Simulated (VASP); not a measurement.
# HC4 in VASP: notebook

The runs below take HC4 through single point, with r2SCAN.

Everything below comes from runs of VASP 6.6.1. Logs are shortened: lines on timing, memory, paths and dates and some standing lists are left out, and cuts for length are marked.

## (1) The cell of the first run

The cell holds a slab with vacuum, 20 atoms: a = 5.035 Å, b = 2.518 Å, c = 19.733 Å, α = 90.00°, β = 90.00°, γ = 90.00°.

## (2) Single point, r2SCAN

File POSCAR:

```
HC4
1.0
    5.0350011261      0.0000000000      0.0000000000
    0.0000000000      2.5175005631      0.0000000000
    0.0000000000      0.0000000000     19.7329018234
C H
16 4
Direct
    0.5000000000      0.5000000000      0.2357689632
    0.0000000000      0.5000000000      0.2357689632
    0.5000000000      0.0000000000      0.2808748918
    0.0000000000      0.0000000000      0.2808748918
    0.7500000000      0.0000000000      0.3259808203
    0.2500000000      0.0000000000      0.3259808203
    0.7500000000      0.5000000000      0.3710867489
    0.2500000000      0.5000000000      0.3710867489
   -0.0016147125      0.5000000000      0.4209289854
    0.5009214951      0.5000000000      0.4139413286
   -0.0020613641      0.0000000000      0.4695847257
    0.5027568349      0.0000000000      0.4569485249
    0.2666126842      0.0000000000      0.5098495431
    0.7291213126      0.0000000000      0.5125343460
    0.3628982825      0.5000000000      0.5432241188
    0.6360418667      0.5000000000      0.5502681917
    0.6429144453      0.5000000000      0.1982508924
    0.3570855547      0.5000000000      0.1982508924
    0.1423584706      0.5000000000      0.1980631397
   -0.1423584706      0.5000000000      0.1980631397
```

File INCAR.step1:

```
SYSTEM = HC4
PREC = Accurate
ENCUT = 520
ISMEAR = 0
SIGMA = 0.05
LREAL = Auto
LASPH = .True.
NELM = 60
LDIPOL = .True.
IDIPOL = 3
DIPOL = 0.5 0.5 0.355
NBANDS = 50
GGA = PE
ALGO = Normal
EDIFF = 1E-4
LWAVE = .True.
LCHARG = .False.
```

File INCAR.step2:

```
SYSTEM = HC4
PREC = Accurate
ENCUT = 520
EDIFF = 1E-7
ISMEAR = 0
SIGMA = 0.05
LREAL = Auto
LASPH = .True.
NELM = 60
ALGO = Normal
ISIF = 2
LWAVE = .False.
LCHARG = .False.
LDIPOL = .True.
IDIPOL = 3
DIPOL = 0.5 0.5 0.355
METAGGA = R2SCAN
LMIXTAU = .True.
NBANDS = 50
ISTART = 1
```

File KPOINTS:

```
Automatic mesh
0
Gamma
  5 10 1
  0 0 0
```

Potentials or basis: VASP PAW PBE potentials, release 64 (C, H).

On the command line:

```console
> cat potpaw_PBE.64/C/POTCAR potpaw_PBE.64/H/POTCAR > POTCAR
> cp INCAR.step1 INCAR
> mpirun -np 1 vasp_std > vasp.out
> cp INCAR.step2 INCAR
> mpirun -np 1 vasp_std > vasp.out
```

OUTCAR:

```text
SYSTEM = HC4
   PREC = Accurate
   ENCUT = 520
   EDIFF = 1E-7
   ISMEAR = 0
   LREAL = Auto
   LASPH = .True.
   NELM = 60
   ISIF = 2
   METAGGA = R2SCAN
   ISTART = 1

 ion  position               nearest neighbor table
   1  0.500  0.500  0.236-  17 1.03  18 1.03   3 1.54   3 1.54
   2  0.000  0.500  0.236-  19 1.03  20 1.03   4 1.54   4 1.54
   3  0.500  0.000  0.281-   5 1.54   6 1.54   1 1.54   1 1.54
   4  0.000  0.000  0.281-   5 1.54   6 1.54   2 1.54   2 1.54
   5  0.750  0.000  0.326-   3 1.54   4 1.54   7 1.54   7 1.54
   6  0.250  0.000  0.326-   3 1.54   4 1.54   8 1.54   8 1.54
   7  0.750  0.500  0.371-  10 1.51   5 1.54   5 1.54   9 1.59
   8  0.250  0.500  0.371-  10 1.52   6 1.54   6 1.54   9 1.60
   9  0.998  0.500  0.421-  11 1.58  11 1.58   7 1.59   8 1.60
  10  0.501  0.500  0.414-   7 1.51  12 1.52  12 1.52   8 1.52
  11  0.998  0.000  0.470-  13 1.57   9 1.58   9 1.58  14 1.60
  12  0.503  0.000  0.457-  10 1.52  10 1.52  14 1.58  13 1.58
  13  0.267  0.000  0.510-  15 1.50  15 1.50  11 1.57  12 1.58
  14  0.729  0.000  0.513-  16 1.54  16 1.54  12 1.58  11 1.60
  15  0.363  0.500  0.543-  16 1.38  13 1.50  13 1.50
  16  0.636  0.500  0.550-  15 1.38  14 1.54  14 1.54
  17  0.643  0.500  0.198-   1 1.03
  18  0.357  0.500  0.198-   1 1.03
  19  0.142  0.500  0.198-   2 1.03
  20  0.858  0.500  0.198-   2 1.03

  LATTYP: Found a simple orthorhombic cell.
 ALAT       =     2.5175005631
 B/A-ratio  =     2.0000000000
 C/A-ratio  =     7.8382909274

  Lattice vectors:

 A1 = (   0.0000000000,  -2.5175005631,   0.0000000000)
 A2 = (   5.0350011261,   0.0000000000,   0.0000000000)
 A3 = (   0.0000000000,   0.0000000000,  19.7329018234)

Analysis of symmetry for initial positions (statically):
=====================================================================
 Subroutine PRICEL returns:
 Original cell was already a primitive cell.

 Routine SETGRP: Setting up the symmetry group for a
 simple orthorhombic supercell.

 Subroutine GETGRP returns: Found  2 space group operations
 (whereof  2 operations were pure point group operations)
 out of a pool of  8 trial point group operations.

The static configuration has the point symmetry C_1h.

Analysis of symmetry for dynamics (positions and initial velocities):
=====================================================================
 Subroutine PRICEL returns:
 Original cell was already a primitive cell.

 Routine SETGRP: Setting up the symmetry group for a
 simple orthorhombic supercell.

 Subroutine GETGRP returns: Found  2 space group operations
 (whereof  2 operations were pure point group operations)
 out of a pool of  8 trial point group operations.

The dynamic configuration has the point symmetry C_1h.

 Subroutine INISYM returns: Found  2 space group operations
 (whereof  2 operations are pure point group operations),
 and found     1 'primitive' translations

----------------------------------------------------------------------------------------

                                     Primitive cell

  volume of cell :     250.1267

  direct lattice vectors                    reciprocal lattice vectors
     5.035001126  0.000000000  0.000000000     0.198609687  0.000000000  0.000000000
     0.000000000  2.517500563  0.000000000     0.000000000  0.397219375  0.000000000
     0.000000000  0.000000000 19.732901823     0.000000000  0.000000000  0.050676784

  length of vectors
     5.035001126  2.517500563 19.732901823     0.198609687  0.397219375  0.050676784

  position of ions in fractional coordinates (direct lattice)
     0.500000000  0.500000000  0.235768963
     0.000000000  0.500000000  0.235768963
     0.500000000  0.000000000  0.280874892
     0.000000000  0.000000000  0.280874892
     0.750000000  0.000000000  0.325980820
     0.250000000  0.000000000  0.325980820
[... 12 lines left out ...]
     0.142358471  0.500000000  0.198063140
     0.857641529  0.500000000  0.198063140

  ion indices of the primitive-cell ions
   primitive index   ion index
                 1           1
                 2           2
                 3           3
                 4           4
                 5           5
                 6           6
[... 12 lines left out ...]
                19          19
                20          20

----------------------------------------------------------------------------------------

 KPOINTS: Automatic mesh

Automatic generation of k-mesh.
 Grid dimensions read from file:
 generate k-points for:    5   10    1

 Generating k-lattice:

  Cartesian coordinates                     Fractional coordinates (reciprocal lattice)
     0.039721937  0.000000000  0.000000000     0.200000000  0.000000000  0.000000000
     0.000000000  0.039721937  0.000000000     0.000000000  0.100000000  0.000000000
     0.000000000  0.000000000  0.050676784     0.000000000  0.000000000  1.000000000

  Length of vectors
     0.039721937  0.039721937  0.050676784

[... 36 lines left out ...]
   NELM   =     60;   NELMIN=  2; NELMDL=  0     # of ELM steps
   EDIFF  = 0.1E-06   stopping-criterion for ELM
   LREAL  =      T    real-space projection
   EDIFFG = 0.1E-05   stopping-criterion for IOM
   NSW    =      0    number of steps for IOM
   IBRION =     -1    ionic relax: 0-MD 1-quasi-New 2-CG
   NFREE  =      0    steps in history (QN), initial steepest desc. (CG)
   ISIF   =      2    stress and relaxation
   ISYM   =      2    0-nonsym 1-usesym 2-fastsym
   POTIM  = 0.5000    time-step for ionic-motion
   TEBEG  =    0.0;   TEEND  =   0.0 temperature during run
   PSTRESS=    0.0 pullay stress
   NELECT =      68.0000    total number of electrons
   NUPDOWN=      -1.0000    fix difference up-down
   EMIN   =  10.00;   EMAX   =-10.00  energy-range for DOS
   EFERMI =   0.00;   METHOD = LEGACY
   ISMEAR =     0;   SIGMA  =   0.05  broadening in eV -4-tet -1-fermi 0-gaus
   EFERMI_NEDOS =   21; number of points for ismear=-14 and -15
   IALGO  =     38    algorithm
   IMIX   =      4    mixing-type and parameters
     AMIX     =   0.40;   BMIX     =  1.00
     AMIX_MAG =   1.60;   BMIX_MAG =  1.00
  volume/ion in A,a.u.               =      12.51        84.40
  Fermi-wavevector in a.u.,A,eV,Ry     =   1.060534  2.004118 15.302901  1.124732
  Thomas-Fermi vector in A             =   2.195918
   LORBIT       =      0    0 simple, 1 ext, 2 COOP (PROOUT), +10 PAW based schemes
   METAGGA = R2SCAN    functional components
   LHFCALC =     F    Hartree Fock is set to
   AEXX    =    0.0000 exact exchange contribution
   IVDW    =     0    specifies the selected vdW correction
   LEPSILON=     F    determine dielectric tensor
   LRPA    =     F    only Hartree local field effects (RPA)
 non-spin polarized calculation
 Gauss-broadening in eV      SIGMA  =   0.05
  energy-cutoff  :      520.00
  volume of cell :      250.13
 maximum number of plane-waves:      6791
 NGX is ok and might be reduce to    40
   NGX = 19   NGY =  9   NGZ = 73

 number of electron      68.0000008 magnetization

 dipolmoment           0.000000      0.000000      0.276330 electrons x Angstroem

 Free energy of the ion-electron system (eV)
  ---------------------------------------------------
  ext. energy  EPLUGINS =         0.00000000
  ---------------------------------------------------
  free energy    TOTEN  =      -163.55705288 eV

  energy without entropy =     -163.55705288  energy(sigma->0) =     -163.55705288

 E-fermi :   1.5585     XC(G=0):  -6.3338

 val. band max:        1.3023737301   @ k =   0.0000   0.0000   0.0000
 cond. band min:       2.7994088838   @ k =   0.0000   0.5000   0.0000
 fundamental gap:      1.4970351537
 Fermi energy:         1.5585347120

 k-point     1 :       0.0000    0.0000    0.0000
  band No.  band energies     occupation
      1     -21.0480      2.00000
      2     -19.9372      2.00000
      3     -17.9849      2.00000
      4     -16.3402      2.00000
      5     -16.3267      2.00000
      6     -15.7390      2.00000
[... 38 lines left out ...]
     45       8.0288      0.00000
     46       8.0300      0.00000
[... 791 lines left out ...]
      5     -14.6501      2.00000
      6     -14.3226      2.00000
[... 38 lines left out ...]
     45       9.5799      0.00000
     46       9.6975      0.00000
 [bands above 46 left out]

------------------------ aborting loop because EDIFF is reached ----------------------------------------

 vacuum level on the upper side and lower side of the slab       (xc-potential included)         1.860        -1.964

  FORCE on cell =-STRESS in cart. coord.  units (eV):
  Direction    XX          YY          ZZ          XY          YZ          ZX
  --------------------------------------------------------------------------------------
  -------------------------------------------------------------------------------------
  Total       27.1385233      4.9110422     -8.1044622      0.0000000      0.0000000     -0.0809028
  in kB      173.8347876     31.4574954    -51.9128271      0.0000000      0.0000000     -0.5182199
  external PRESSURE =      51.1264853 kB  Pullay stress =       0.0000000 kB

 VOLUME and BASIS-vectors are now :
 -----------------------------------------------------------------------------
  energy-cutoff  :      520.00
  volume of cell :      250.13
      direct lattice vectors                 reciprocal lattice vectors
     5.035001126  0.000000000  0.000000000     0.198609687  0.000000000  0.000000000
     0.000000000  2.517500563  0.000000000     0.000000000  0.397219375  0.000000000
     0.000000000  0.000000000 19.732901823     0.000000000  0.000000000  0.050676784

 POSITION                                       TOTAL-FORCE (eV/Angst)
 -----------------------------------------------------------------------------------
      2.51750      1.25875      4.65241        -0.003166      0.000000      1.904709
      0.00000      1.25875      4.65241         0.004250      0.000000      1.806108
      2.51750      0.00000      5.54248         0.010233      0.000000     -1.600715
      0.00000      0.00000      5.54248        -0.007303      0.000000     -1.736177
      3.77625      0.00000      6.43255         0.627097      0.000000      0.050095
      1.25875      0.00000      6.43255        -0.624350      0.000000      0.105218
[... 12 lines left out ...]
      0.71678      1.25875      3.90836         0.057979      0.000000     -0.057109
      4.31823      1.25875      3.90836        -0.057264      0.000000     -0.056802
 -----------------------------------------------------------------------------------
    total drift:                               -0.014390      0.000000      0.014149

  FREE ENERGIE OF THE ION-ELECTRON SYSTEM (eV)
  ---------------------------------------------------
  free  energy   TOTEN  =      -163.5570528755 eV

  energy  without entropy=     -163.5570528755  energy(sigma->0) =     -163.55705288

 vacuum level on the upper side and lower side of the slab         7.223         3.295
```

Wall time 19 min (1 thread of AMD EPYC 9R45 (Zen 5), shared host); peak memory 0.4 GiB.

Results:

| Quantity | Value |
| --- | --- |
| Free energy | -163.5571 eV |
| Largest force | 1.910 eV/Å |
| Band gap on the k mesh | 1.50 eV (least direct gap 1.83 eV) |

Forces in eV/Å, atoms in the order of the input:
```
C   -0.003  0.000  1.905
C    0.004  0.000  1.806
C    0.010  0.000 -1.601
C   -0.007  0.000 -1.736
C    0.627  0.000  0.050
C   -0.624  0.000  0.105
C    0.616  0.000  0.377
C   -0.592  0.000  0.580
C   -0.016  0.000  0.004
C    0.002  0.000  0.003
C    0.028  0.000 -0.005
C   -0.002  0.000 -0.022
C   -0.062  0.000 -0.013
C    0.028  0.000  0.000
C   -0.083  0.000  0.675
C    0.071  0.000 -1.909
H    0.058  0.000 -0.052
H   -0.056  0.000 -0.053
H    0.058  0.000 -0.057
H   -0.057  0.000 -0.057
```

Levels at points of the mesh, in eV from the valence-band top:
```csv
k point,band 30,band 31,band 32,band 33,band 34,band 35,band 36,band 37,band 38,band 39
"(0.00, 0.00, 0.00)",-1.98,-1.97,-1.19,-0.24,0.00,1.83,2.65,3.51,4.74,4.82
"(0.00, 0.50, 0.00)",-3.19,-2.91,-2.40,-1.81,-0.74,1.50,4.77,4.94,5.42,5.74
```

Caveat: the PAW data sets were made with another functional, which shifts forces and pressure a little.

## (3) Single point, r2SCAN

POSCAR: that of step 2 with these lines changed.

```diff
@@ -16,10 +16,10 @@
     0.2500000000      0.5000000000      0.3710867489
-   -0.0016147125      0.5000000000      0.4209289854
-    0.5009214951      0.5000000000      0.4139413286
-   -0.0020613641      0.0000000000      0.4695847257
-    0.5027568349      0.0000000000      0.4569485249
-    0.2666126842      0.0000000000      0.5098495431
-    0.7291213126      0.0000000000      0.5125343460
-    0.3628982825      0.5000000000      0.5432241188
-    0.6360418667      0.5000000000      0.5502681917
+   -0.0000400070      0.5000000000      0.4183950682
+    0.5000347455      0.5000000000      0.4108253977
+    0.0000686662      0.0000000000      0.4650733170
+    0.5000711624      0.0000000000      0.4515796502
+    0.2674840809      0.0000000000      0.5041679255
+    0.7325574742      0.0000000000      0.5041597116
+    0.3645735643      0.5000000000      0.5358253084
+    0.6354784726      0.5000000000      0.5358253084
     0.6429144453      0.5000000000      0.1982508924
```

File INCAR.step1:

```
SYSTEM = HC4
PREC = Accurate ; ENCUT = 520
ISMEAR = 0 ; SIGMA = 0.05
LREAL = Auto ; LASPH = .TRUE.
NELM = 80 ; LDIPOL = .TRUE.
IDIPOL = 3 ; DIPOL = 0.5 0.5 0.352
NBANDS = 50 ; GGA = PE
ALGO = Normal ; EDIFF = 1E-4
LWAVE = .TRUE. ; LCHARG = .FALSE.
```

File INCAR.step2:

```
SYSTEM = HC4
PREC = Accurate ; ENCUT = 520
EDIFF = 1E-7 ; ISMEAR = 0
SIGMA = 0.05 ; LREAL = Auto
LASPH = .TRUE. ; NELM = 80
ALGO = Normal ; ISIF = 2
LWAVE = .FALSE. ; LCHARG = .TRUE.
LDIPOL = .TRUE. ; IDIPOL = 3
DIPOL = 0.5 0.5 0.352 ; METAGGA = R2SCAN
LMIXTAU = .TRUE. ; LELF = .TRUE.
LVHAR = .TRUE. ; LVACPOTAV = .TRUE.
NBANDS = 50 ; ISTART = 1
```

File KPOINTS:

```
regular mesh
0
G
  5 10 1
  0 0 0
```

Potentials or basis: VASP PAW PBE potentials, release 64 (C, H).

On the command line:

```console
> cat potpaw_PBE.64/C/POTCAR potpaw_PBE.64/H/POTCAR > POTCAR
> cp INCAR.step1 INCAR
> mpirun -np 1 vasp_std > vasp.out
> cp INCAR.step2 INCAR
> mpirun -np 1 vasp_std > vasp.out
```

It took 35 min on 1 thread of Intel Xeon 8259CL, shared host; peak memory 0.44 GiB.

It converged, with:

```yaml
Free_energy: -163.4446 eV
Largest_force: 1.904 eV/Å
Band_gap_on_the_k_mesh: 1.45 eV (least direct gap 1.75 eV)
```

Forces in eV/Å, atoms in the order of the input:
```
C    0.000  0.000  1.904
C    0.000  0.000  1.789
C    0.000  0.000 -1.609
C    0.000  0.000 -1.768
C    0.762  0.000 -0.355
C   -0.761  0.000 -0.354
C    0.948  0.000 -1.314
C   -0.946  0.000 -1.310
C    0.015  0.000 -0.005
C   -0.007  0.000 -0.006
C   -0.015  0.000  0.019
C   -0.008  0.000 -0.006
C   -0.063  0.000  0.004
C    0.071  0.000  0.013
C   -0.086  0.000  1.609
C    0.087  0.000  1.610
H    0.058  0.000 -0.051
H   -0.058  0.000 -0.051
H    0.055  0.000 -0.060
H   -0.055  0.000 -0.060
```

Levels at points of the mesh, in eV from the valence-band top:
| k point | band 31 | band 32 | band 33 | band 34 | band 35 | band 36 | band 37 | band 38 |
| --- | --- | --- | --- | --- | --- | --- | --- | --- |
| (0.00, 0.00, 0.00) | -2.01 | -1.47 | -0.25 | -0.08 | 1.67 | 2.91 | 3.32 | 4.07 |
| (0.00, 0.50, 0.00) | -3.40 | -3.23 | -1.98 | -0.90 | 1.47 | 4.68 | 4.81 | 5.50 |

Caveat: the PAW data sets were made with another functional, which shifts forces and pressure a little.

## (4) Single point, r2SCAN

POSCAR: that of step 3 with these lines changed.

```diff
@@ -16,10 +16,10 @@
     0.2500000000      0.5000000000      0.3710867489
-   -0.0000400070      0.5000000000      0.4183950682
-    0.5000347455      0.5000000000      0.4108253977
-    0.0000686662      0.0000000000      0.4650733170
-    0.5000711624      0.0000000000      0.4515796502
-    0.2674840809      0.0000000000      0.5041679255
-    0.7325574742      0.0000000000      0.5041597116
-    0.3645735643      0.5000000000      0.5358253084
-    0.6354784726      0.5000000000      0.5358253084
+    0.0000736467      0.5000000000      0.4152750464
+    0.5000168316      0.5000000000      0.4066571079
+    0.0001108701      0.0000000000      0.4594810855
+    0.5001460418      0.0000000000      0.4446454490
+    0.2650195132      0.0000000000      0.4956051677
+    0.7351402310      0.0000000000      0.4955384636
+    0.3668008310      0.5000000000      0.5213824250
+    0.6337733808      0.5000000000      0.5213824250
     0.6429144453      0.5000000000      0.1982508924
```

File INCAR.step1:

```
SYSTEM = HC4
  ALGO = Normal
  DIPOL = 0.5 0.5 0.349
  EDIFF = 1E-4
  ENCUT = 520
  GGA = PE
  IDIPOL = 3
  ISMEAR = 0
  LASPH = .TRUE.
  LCHARG = .FALSE.
  LDIPOL = .TRUE.
  LREAL = Auto
  LWAVE = .TRUE.
  NBANDS = 50
  NELM = 100
  PREC = Accurate
  SIGMA = 0.05
```

File INCAR.step2:

```
SYSTEM = HC4
  ALGO = Normal
  DIPOL = 0.5 0.5 0.349
  EDIFF = 1E-6
  ENCUT = 520
  IDIPOL = 3
  ISIF = 2
  ISMEAR = 0
  ISTART = 1
  LASPH = .TRUE.
  LCHARG = .FALSE.
  LDIPOL = .TRUE.
  LMIXTAU = .TRUE.
  LREAL = Auto
  LWAVE = .FALSE.
  METAGGA = R2SCAN
  NBANDS = 50
  NELM = 100
  PREC = Accurate
  SIGMA = 0.05
```

File KPOINTS:

```
k-points
0
G
  5 10 1
  0 0 0
```

On the command line:

```console
> cat potpaw_PBE.64/C/POTCAR potpaw_PBE.64/H/POTCAR > POTCAR
> cp INCAR.step1 INCAR
> mpirun -np 1 vasp_std > vasp.out
> cp INCAR.step2 INCAR
> mpirun -np 1 vasp_std > vasp.out
```

Run time: 37 min. Hardware: 1 thread of Intel Xeon 8259CL, shared host; peak memory 0.43 GiB.

The run converged. Its results:

| Property | Result |
| --- | --- |
| Free energy | -161.6016 eV |
| Largest force | 4.889 eV/Å |
| Band gap on the k mesh | 1.28 eV (least direct gap 1.42 eV) |

Forces in eV/Å, atoms in the order of the input:
```
C    0.000  0.000  1.909
C    0.000  0.000  1.767
C   -0.001  0.000 -1.628
C    0.000  0.000 -1.822
C    0.994  0.000 -0.967
C   -0.991  0.000 -0.968
C    1.530  0.000 -3.941
C   -1.515  0.000 -3.940
C    0.000  0.000 -0.008
C   -0.002  0.000 -0.003
C   -0.002  0.000  0.029
C   -0.017  0.000 -0.015
C   -0.054  0.000  0.008
C    0.084  0.000  0.021
C   -0.093  0.000  4.884
C    0.067  0.000  4.888
H    0.061  0.000 -0.045
H   -0.061  0.000 -0.045
H    0.052  0.000 -0.062
H   -0.052  0.000 -0.062
```

Levels at points of the mesh, in eV from the valence-band top:
```
           k point  band 30  band 31  band 32  band 33  band 34  band 35  band 36  band 37  band 38  band 39
(0.00, 0.00, 0.00)    -3.31    -2.15    -1.89    -0.68    -0.10     1.32     2.88     2.93     3.13     3.21
(0.00, 0.50, 0.00)    -4.43    -4.32    -3.73    -2.07    -1.24     1.34     4.41     4.47     5.34     5.42
```

Caveat: the PAW data sets were made with another functional, which shifts forces and pressure a little.

## (5) Summary

```tsv
cell	gap on the mesh (eV)	largest force (eV/Å)
as given, atomic positions A	1.50	1.91
as given, atomic positions B	1.45	1.90
as given, atomic positions C	1.28	4.89
```

Alike in all rows: task single point; level r2SCAN; potentials or basis VASP PAW PBE potentials, release 64 (C, H); no spin polarisation; k mesh 5 × 10 × 1; cutoff (eV) 520; smearing gaussian 0.05 eV.

Caveats: the PAW data sets were made with another functional, which shifts forces and pressure a little.

Absolute energies hang on the potentials; compare differences alone.
